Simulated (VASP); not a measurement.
# Re (P6_3/mmc) in VASP: a series of runs

Re is run at these levels: r2SCAN; tasks: single point.

Program: VASP 6.6.1. These are calculated values, not measurements. Logs are shortened: lines on timing, memory, paths and dates and some standing lists are left out, and cuts for length are marked.

### 1 The cell of the first run

The structure is hexagonal, space group P6_3/mmc (No. 194). The conventional cell has a = 2.758 Å, b = 2.758 Å, c = 4.463 Å, α = 90.00°, β = 90.00°, γ = 120.00°. Within 3.6 Å of Re (site symmetry -6m2) lie 12 Re at 2.74 to 2.76 Å.

### 2 Single point, r2SCAN

POSCAR

```
Re
1.0
    2.7577772878      0.0000000000      0.0000000000
   -1.3788886439      2.3883051892      0.0000000000
    0.0000000000      0.0000000000      4.4625251524
Re
2
Direct
    0.3333333333      0.6666666667      0.7500000000
    0.6666666667      0.3333333333      0.2500000000
```

INCAR.step1

```
PREC = Accurate ; ENCUT = 520
ISMEAR = 0 ; SIGMA = 0.05
LREAL = False ; LASPH = True
NELM = 60 ; NBANDS = 14
GGA = PE ; ALGO = Normal
EDIFF = 1E-4 ; LWAVE = True
LCHARG = False
```

INCAR.step2

```
PREC = Accurate ; ENCUT = 520
EDIFF = 1E-6 ; ISMEAR = 0
SIGMA = 0.05 ; LREAL = False
LASPH = True ; NELM = 60
ALGO = Normal ; ISIF = 2
LWAVE = False ; LCHARG = True
METAGGA = R2SCAN ; LMIXTAU = True
LELF = True ; LVHAR = True
NBANDS = 14 ; ISTART = 1
```

KPOINTS

```
Automatic mesh
0
Gamma
  18 18 10
```

Potentials or basis: VASP PAW PBE potentials, release 64 (Re).

The run is started by

```console
$ cat potpaw_PBE.64/Re/POTCAR > POTCAR
$ cp INCAR.step1 INCAR
$ mpirun -np 1 vasp_std > vasp.out
$ cp INCAR.step2 INCAR
$ mpirun -np 1 vasp_std > vasp.out
```

OUTCAR:

```text
PREC = Accurate
   ENCUT = 520
   EDIFF = 1E-6
   ISMEAR = 0
   LREAL = False
   LASPH = True
   NELM = 60
   ISIF = 2
   METAGGA = R2SCAN
   ISTART = 1

 ion  position               nearest neighbor table
   1  0.333  0.667  0.750-   2 2.74   2 2.74   2 2.74   2 2.74   2 2.74   2 2.74
   2  0.667  0.333  0.250-   1 2.74   1 2.74   1 2.74   1 2.74   1 2.74   1 2.74

  LATTYP: Found a hexagonal cell.
 ALAT       =     2.7577772878
 C/A-ratio  =     1.6181600930

  Lattice vectors:

 A1 = (   2.7577772878,   0.0000000000,   0.0000000000)
 A2 = (  -1.3788886439,   2.3883051892,   0.0000000000)
 A3 = (   0.0000000000,   0.0000000000,   4.4625251524)

Analysis of symmetry for initial positions (statically):
=====================================================================
 Subroutine PRICEL returns:
 Original cell was already a primitive cell.

 Routine SETGRP: Setting up the symmetry group for a
 hexagonal supercell.

 Subroutine GETGRP returns: Found 24 space group operations
 (whereof 12 operations were pure point group operations)
 out of a pool of 24 trial point group operations.

The static configuration has the point symmetry D_3d.
 The point group associated with its full space group is D_6h.

Analysis of symmetry for dynamics (positions and initial velocities):
=====================================================================
 Subroutine PRICEL returns:
 Original cell was already a primitive cell.

 Routine SETGRP: Setting up the symmetry group for a
 hexagonal supercell.

 Subroutine GETGRP returns: Found 24 space group operations
 (whereof 12 operations were pure point group operations)
 out of a pool of 24 trial point group operations.

The dynamic configuration has the point symmetry D_3d.
 The point group associated with its full space group is D_6h.

 Subroutine INISYM returns: Found 24 space group operations
 (whereof 12 operations are pure point group operations),
 and found     1 'primitive' translations

----------------------------------------------------------------------------------------

                                     Primitive cell

  volume of cell :      29.3920

  direct lattice vectors                    reciprocal lattice vectors
     2.757777288  0.000000000  0.000000000     0.362610862  0.209353479  0.000000000
    -1.378888644  2.388305189  0.000000000     0.000000000  0.418706958  0.000000000
     0.000000000  0.000000000  4.462525152     0.000000000  0.000000000  0.224088373

  length of vectors
     2.757777288  2.757777288  4.462525152     0.418706958  0.418706958  0.224088373

  position of ions in fractional coordinates (direct lattice)
     0.333333333  0.666666667  0.750000000
     0.666666667  0.333333333  0.250000000

  ion indices of the primitive-cell ions
   primitive index   ion index
                 1           1
                 2           2

----------------------------------------------------------------------------------------

 KPOINTS: Automatic mesh

Automatic generation of k-mesh.
 Grid dimensions read from file:
 generate k-points for:   18   18   10

 Generating k-lattice:

  Cartesian coordinates                     Fractional coordinates (reciprocal lattice)
     0.020145048  0.011630749  0.000000000     0.055555556 -0.000000000  0.000000000
     0.000000000  0.023261498  0.000000000     0.000000000  0.055555556  0.000000000
     0.000000000  0.000000000  0.022408837     0.000000000  0.000000000  0.100000000

  Length of vectors
     0.023261498  0.023261498  0.022408837

  Shift w.r.t. Gamma in fractional coordinates (k-lattice)
     0.000000000  0.000000000  0.000000000

 Subroutine IBZKPT returns following result:
 ===========================================

 Found    222 irreducible k-points:

 Following reciprocal coordinates:
            Coordinates               Weight
  0.000000  0.000000  0.000000      1.000000
  0.055556  0.000000  0.000000      6.000000
  0.111111  0.000000  0.000000      6.000000
  0.166667  0.000000  0.000000      6.000000
  0.222222  0.000000  0.000000      6.000000
  0.277778  0.000000  0.000000      6.000000
[... 16 lines left out ...]
  0.333333  0.111111  0.000000     12.000000
  0.388889  0.111111  0.000000     12.000000
 [... further k-points ...]
   k-points           NKPTS =    222   k-points in BZ     NKDIM =    222   number of bands    NBANDS=     14
   number of dos      NEDOS =    301   number of ions     NIONS =      2
   total plane-waves  NPLWV =  20736
   dimension x,y,z NGX =    24 NGY =   24 NGZ =   36
   dimension x,y,z NGXF=    48 NGYF=   48 NGZF=   72
   ions per type =               2
   NGX,Y,Z   is equivalent  to a cutoff of  14.47, 14.47, 13.41 a.u.
   NGXF,Y,Z  is equivalent  to a cutoff of  28.94, 28.94, 26.82 a.u.
 SYSTEM =  unknown system
   PREC   = accura    normal or accurate (medium, high low for compatibility)
   ISTART =      1    job   : 0-new  1-cont  2-samecut
   ICHARG =      0    charge: 1-file 2-atom 10-const
   ISPIN  =      1    spin polarized calculation?
   LNONCOLLINEAR =      F non collinear calculations
   LSORBIT =      F    spin-orbit coupling
   LASPH  =      T    aspherical Exc in radial PAW
   ENCUT  =  520.0 eV  38.22 Ry    6.18 a.u.   5.13  5.13  8.30*2*pi/ulx,y,z
   NELM   =     60;   NELMIN=  2; NELMDL=  0     # of ELM steps
   EDIFF  = 0.1E-05   stopping-criterion for ELM
   LREAL  =      F    real-space projection
   EDIFFG = 0.1E-04   stopping-criterion for IOM
   NSW    =      0    number of steps for IOM
   IBRION =     -1    ionic relax: 0-MD 1-quasi-New 2-CG
   NFREE  =      0    steps in history (QN), initial steepest desc. (CG)
   ISIF   =      2    stress and relaxation
   ISYM   =      2    0-nonsym 1-usesym 2-fastsym
   POTIM  = 0.5000    time-step for ionic-motion
   TEBEG  =    0.0;   TEEND  =   0.0 temperature during run
   PSTRESS=    0.0 pullay stress
   NELECT =      14.0000    total number of electrons
   NUPDOWN=      -1.0000    fix difference up-down
   EMIN   =  10.00;   EMAX   =-10.00  energy-range for DOS
   EFERMI =   0.00;   METHOD = LEGACY
   ISMEAR =     0;   SIGMA  =   0.05  broadening in eV -4-tet -1-fermi 0-gaus
   EFERMI_NEDOS =   21; number of points for ismear=-14 and -15
   IALGO  =     38    algorithm
   IMIX   =      4    mixing-type and parameters
     AMIX     =   0.40;   BMIX     =  1.00
     AMIX_MAG =   1.60;   BMIX_MAG =  1.00
  volume/ion in A,a.u.               =      14.70        99.17
  Fermi-wavevector in a.u.,A,eV,Ry     =   1.278520  2.416053 22.240274  1.634614
  Thomas-Fermi vector in A             =   2.411058
   LORBIT       =      0    0 simple, 1 ext, 2 COOP (PROOUT), +10 PAW based schemes
   METAGGA = R2SCAN    functional components
   LHFCALC =     F    Hartree Fock is set to
   AEXX    =    0.0000 exact exchange contribution
   IVDW    =     0    specifies the selected vdW correction
   LEPSILON=     F    determine dielectric tensor
   LRPA    =     F    only Hartree local field effects (RPA)
 non-spin polarized calculation
 Gauss-broadening in eV      SIGMA  =   0.05
  energy-cutoff  :      520.00
  volume of cell :       29.39
 maximum number of plane-waves:       808
 NGX is ok and might be reduce to    24
   NGX = 11   NGY = 11   NGZ = 17

 number of electron      14.0000000 magnetization

 Free energy of the ion-electron system (eV)
  ---------------------------------------------------
  ext. energy  EPLUGINS =         0.00000000
  ---------------------------------------------------
  free energy    TOTEN  =      -104.90130279 eV

  energy without entropy =     -104.89946827  energy(sigma->0) =     -104.90038553

 E-fermi :   7.6801     XC(G=0): -14.9978

 val. band max:        7.6589931421   @ k =   0.2778   0.1667   0.5000
 cond. band min:       7.6850862906   @ k =   0.1667   0.0556   0.1000
 fundamental gap:      0.0260931485
 Fermi energy:         7.6801171018

 k-point     1 :       0.0000    0.0000    0.0000
  band No.  band energies     occupation
      1      -2.6534      2.00000
      2       0.7565      2.00000
      3       6.0280      2.00000
      4       6.0772      2.00000
      5       6.0772      2.00000
      6       6.9368      2.00000
      7       6.9368      2.00000
      8       7.9361      0.00000
      9       7.9361      0.00000
     10       8.2263      0.00000
     11      11.2246      0.00000
     12      11.2246      0.00000
     13      18.2456      0.00000
     14      22.5370      0.00000

 k-point     2 :       0.0556    0.0000    0.0000
  band No.  band energies     occupation
      1      -2.5201      2.00000
      2       0.8817      2.00000
      3       5.6712      2.00000
      4       6.1982      2.00000
      5       6.3872      2.00000
      6       6.8398      2.00000
      7       7.0511      2.00000
      8       7.6130      1.94240
      9       7.8331      0.00002
     10       7.9597      0.00000
     11      11.2933      0.00000
     12      11.8191      0.00000
     13      18.2394      0.00000
     14      22.8332      0.00000

 k-point     3 :       0.1111    0.0000    0.0000
  band No.  band energies     occupation
      1      -2.1317      2.00000
      2       1.2337      2.00000
      3       5.2232      2.00000
      4       6.5183      2.00000
      5       6.5573      2.00000
      6       6.6304      2.00000
      7       6.8125      2.00000
      8       7.3891      2.00000
      9       7.5621      1.99916
     10       7.7445      0.06862
     11      11.4646      0.00000
     12      13.0447      0.00000
     13      18.1916      0.00000
     14      23.6476      0.00000
[... 324 lines left out ...]
 k-point    23 :       0.3333    0.1111    0.0000
  band No.  band energies     occupation
      1       1.6279      2.00000
      2       2.1519      2.00000
      3       2.6070      2.00000
      4       4.8254      2.00000
      5       5.5728      2.00000
      6       6.4834      2.00000
      7       6.6726      2.00000
      8      10.0592      0.00000
      9      11.1689      0.00000
     10      11.9261      0.00000
     11      12.5343      0.00000
     12      17.8303      0.00000
     13      18.2789      0.00000
     14      20.3655      0.00000

 k-point    24 :       0.3889    0.1111    0.0000
  band No.  band energies     occupation
      1       1.8461      2.00000
      2       1.9863      2.00000
      3       2.3284      2.00000
      4       5.2564      2.00000
      5       5.5501      2.00000
      6       6.2358      2.00000
      7       7.0203      2.00000
      8      11.0270      0.00000
      9      11.6664      0.00000
     10      11.9448      0.00000
     11      13.5718      0.00000
     12      16.5162      0.00000
     13      18.4437      0.00000
     14      19.5826      0.00000

 [... further k-points ...]

------------------------ aborting loop because EDIFF is reached ----------------------------------------

  FORCE on cell =-STRESS in cart. coord.  units (eV):
  Direction    XX          YY          ZZ          XY          YZ          ZX
  --------------------------------------------------------------------------------------
  -------------------------------------------------------------------------------------
  Total        0.0174620      0.0174620      0.0056518      0.0000000     -0.0000000      0.0000000
  in kB        0.9518640      0.9518640      0.3080809      0.0000000     -0.0000000      0.0000000
  external PRESSURE =       0.7372696 kB  Pullay stress =       0.0000000 kB

 VOLUME and BASIS-vectors are now :
 -----------------------------------------------------------------------------
  energy-cutoff  :      520.00
  volume of cell :       29.39
      direct lattice vectors                 reciprocal lattice vectors
     2.757777288  0.000000000  0.000000000     0.362610862  0.209353479  0.000000000
    -1.378888644  2.388305189  0.000000000     0.000000000  0.418706958  0.000000000
     0.000000000  0.000000000  4.462525152     0.000000000  0.000000000  0.224088373

 POSITION                                       TOTAL-FORCE (eV/Angst)
 -----------------------------------------------------------------------------------
     -0.00000      1.59220      3.34689         0.000000      0.000000      0.000000
      1.37889      0.79610      1.11563        -0.000000     -0.000000      0.000000
 -----------------------------------------------------------------------------------
    total drift:                               -0.000000      0.000000     -0.000000

  FREE ENERGIE OF THE ION-ELECTRON SYSTEM (eV)
  ---------------------------------------------------
  free  energy   TOTEN  =      -104.9013027943 eV

  energy  without entropy=     -104.8994682663  energy(sigma->0) =     -104.90038553
```

Run time: 4.5 min. Hardware: 1 thread of Intel Xeon Platinum 8259CL at 2.50GHz (Skylake/Cascade Lake), shared host; peak memory 0.22 GiB.

Results:

| Quantity | Value |
| --- | --- |
| Free energy | -104.9013 eV |
| Pressure | 0.1 GPa |
| Band gap on the k mesh | zero (band 7 reaches 9.15 eV, above the bottom of band 8 at 5.95 eV) |

Levels at points of the mesh, in eV from the Fermi level:
```
           k point  band 5  band 6  band 7  band 8  band 9  band 10
(0.00, 0.00, 0.00)   -1.60   -0.74   -0.74    0.26    0.26     0.55
(0.50, 0.00, 0.00)   -1.85   -1.45   -0.63    4.16    4.56     4.70
(0.00, 0.00, 0.50)   -1.73   -1.73   -1.73   -1.73    2.69     2.69
(0.50, 0.00, 0.50)    0.46    0.46    0.93    0.93    4.48     4.48
```

Caveat: the PAW data sets were made with another functional, which shifts forces and pressure a little; spin-orbit coupling is left out, which moves the levels of the heavy elements.

### 3 Single point, r2SCAN

This run uses another cell than the first one, of 14.98 Å³/atom, 1.019 times its volume.

POSCAR

```
Re
1.0
    2.7753668538      0.0000000000      0.0000000000
   -1.3876834269      2.4035382002      0.0000000000
    0.0000000000      0.0000000000      4.4909878862
Re
2
Direct
    0.3333333333      0.6666666667      0.7500000000
    0.6666666667      0.3333333333      0.2500000000
```

INCAR.step1

```
ALGO = Normal
EDIFF = 1E-4
ENCUT = 520
GGA = PE
ISMEAR = 0
LASPH = True
LCHARG = False
LREAL = False
LWAVE = True
NBANDS = 14
NELM = 80
PREC = Accurate
SIGMA = 0.05
```

INCAR.step2

```
ALGO = Normal
EDIFF = 1E-6
ENCUT = 520
ISIF = 2
ISMEAR = 0
ISTART = 1
LASPH = True
LCHARG = True
LELF = True
LMIXTAU = True
LREAL = False
LVHAR = True
LWAVE = False
METAGGA = R2SCAN
NBANDS = 14
NELM = 80
PREC = Accurate
SIGMA = 0.05
```

KPOINTS

```
k-points
0
Gamma
  18 18 10
```

Potentials or basis: VASP PAW PBE potentials, release 64 (Re).

The run is started by

```console
$ cat potpaw_PBE.64/Re/POTCAR > POTCAR
$ cp INCAR.step1 INCAR
$ mpirun -np 1 vasp_std > vasp.out
$ cp INCAR.step2 INCAR
$ mpirun -np 1 vasp_std > vasp.out
```

It took 5.3 min on 1 thread of Intel Xeon Platinum 8259CL at 2.50GHz (Skylake/Cascade Lake), shared host; peak memory 0.22 GiB.

It converged, with:

```
Free energy            : -104.8890 eV
Pressure               : -7.2 GPa
Band gap on the k mesh : zero (band 7 reaches 8.85 eV, above the bottom of band 8 at 5.77 eV)
```

Stress tensor (GPa, compression positive):
```
-7.12  0.00  0.00
 0.00 -7.12  0.00
 0.00  0.00 -7.31
```

Levels at points of the mesh, in eV from the Fermi level:
```csv
k point,band 4,band 5,band 6,band 7,band 8,band 9,band 10,band 11
"(0.00, 0.00, 0.00)",-1.55,-1.55,-0.72,-0.72,0.25,0.25,0.50,3.45
"(0.50, 0.00, 0.00)",-1.90,-1.84,-1.42,-0.62,4.04,4.42,4.57,6.13
"(0.00, 0.00, 0.50)",-2.45,-1.68,-1.68,-1.68,-1.68,2.61,2.61,2.61
"(0.50, 0.00, 0.50)",-4.16,0.45,0.45,0.88,0.88,4.35,4.35,4.84
```

Caveat: the PAW data sets were made with another functional, which shifts forces and pressure a little; spin-orbit coupling is left out, which moves the levels of the heavy elements.
